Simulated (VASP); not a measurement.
A run of VASP 6.6.1 is set up as follows.

Contents of INCAR:

```
ALGO = Normal ; EDIFF = 1E-6
ENCUT = 620 ; GGA = PS
GGA_COMPAT = F ; ISIF = 2
ISMEAR = 0 ; LASPH = T
LCHARG = F ; LREAL = F
LWAVE = F ; NBANDS = 56
NELM = 120 ; PREC = Accurate
SIGMA = 0.05
```

The input KPOINTS:

```
k-points
0
Gamma
  4 4 4
```

File POSCAR:

```
Mg6O5
1.0
    5.5908553621      0.0000000000      0.0000000000
    0.0000000000      5.5908553621      0.0000000000
    0.0000000000      0.0000000000      5.5908553621
Mg O
6 5
Direct
    0.2500000000      0.0000000000      0.5000000000
    0.0000000000      0.5000000000      0.2500000000
    0.5000000000      0.7500000000      0.0000000000
    0.7500000000      0.0000000000      0.5000000000
    0.0000000000      0.5000000000      0.7500000000
    0.5000000000      0.2500000000      0.0000000000
    0.5000000000      0.0000000000      0.2500000000
    0.0000000000      0.7500000000      0.5000000000
    0.6875000000      0.4060966586      0.0000000000
    0.5000000000      0.0000000000      0.7500000000
    0.0000000000      0.2500000000      0.5000000000
```

Potentials or basis: VASP PAW PBE potentials, release 64 (Mg_sv, O).

Launch:

```sh
$ cat potpaw_PBE.64/Mg_sv/POTCAR potpaw_PBE.64/O/POTCAR > POTCAR
$ mpirun -np 1 vasp_std > vasp.out
```

Problem. Predict the band gap on the k mesh.

Solution. 0.91 eV.

Problem. Estimate the pressure.

Solution. 10.4 GPa.

Problem. Predict the largest force.

Solution. 31.507 eV/Å.

Stress tensor (GPa, compression positive):
```
17.87 18.27  0.00
18.27 13.81  0.00
 0.00  0.00 -0.35
```

Caveat: the cell differs from its parent crystal (atoms taken out, atom 9 moved -0.125 of the way to it and -0.525 Å across, host rigid); atoms lie so close that the PAW spheres overlap strongly, which falsifies energies and pressures; the PAW data sets were made with another functional, which shifts forces and pressure a little.
